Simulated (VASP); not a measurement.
Crystal: YbSe4.

```xyz
5
Lattice="5.1760 0.0000 0.0000 0.0000 5.1760 0.0000 0.0000 0.0000 5.1760" Properties=species:S:1:pos:R:3 pbc="T T T"
Yb    2.5880    2.5880    2.5880
Se    0.0000    0.0000    0.0000
Se    2.5880    2.5880    0.0000
Se    2.5880    0.0000    2.5880
Se    0.0000    2.5880    2.5880
```

```yaml
Program: VASP 6.6.1
Task: relaxation of cell and atoms
Functional: PBE
Potentials_or_basis: VASP PAW PBE potentials, release 64 (Yb, Se)
Cutoff: 600 eV
k_mesh: 8 × 8 × 8
Occupations: gaussian, width 0.1 eV
Spin: no spin polarisation
```

At the start: pressure 4.5 GPa; volume 27.73 Å³/atom.

Task: How do energy, volume and symmetry change on relaxing?

Result: Over 7 steps the energy falls by 31.5 meV/atom and the volume is 30.64 Å³/atom (+10.5 %); space group Pm-3m (No. 221, to 0.05 Å).

Step by step:
```csv
step,energy change (eV),largest force (eV/Å),pressure (GPa),volume (Å³)
1,0.0000,0.0000,4.46,138.67
2,-0.1532,0.0000,-0.59,154.74
3,-1.6818,0.0000,471.76,151.69
4,-0.1544,0.0000,-0.44,154.41
5,-0.1567,0.0000,-0.13,153.49
6,-0.1579,0.0000,0.60,152.59
7,-0.1573,0.0000,0.04,153.18
```

Final structure:
```
Yb Se
1.0
     5.35061    0.00000    0.00000
     0.00000    5.35061    0.00000
     0.00000    0.00000    5.35061
Yb Se
1 4
Direct
  0.50000 0.50000 0.50000
  0.00000 0.00000 0.00000
  0.50000 0.50000 0.00000
  0.50000 0.00000 0.50000
  0.00000 0.50000 0.50000
```

Caveat: without U or exact exchange the open f shell lies at the Fermi level, which spoils levels, moments and volumes.
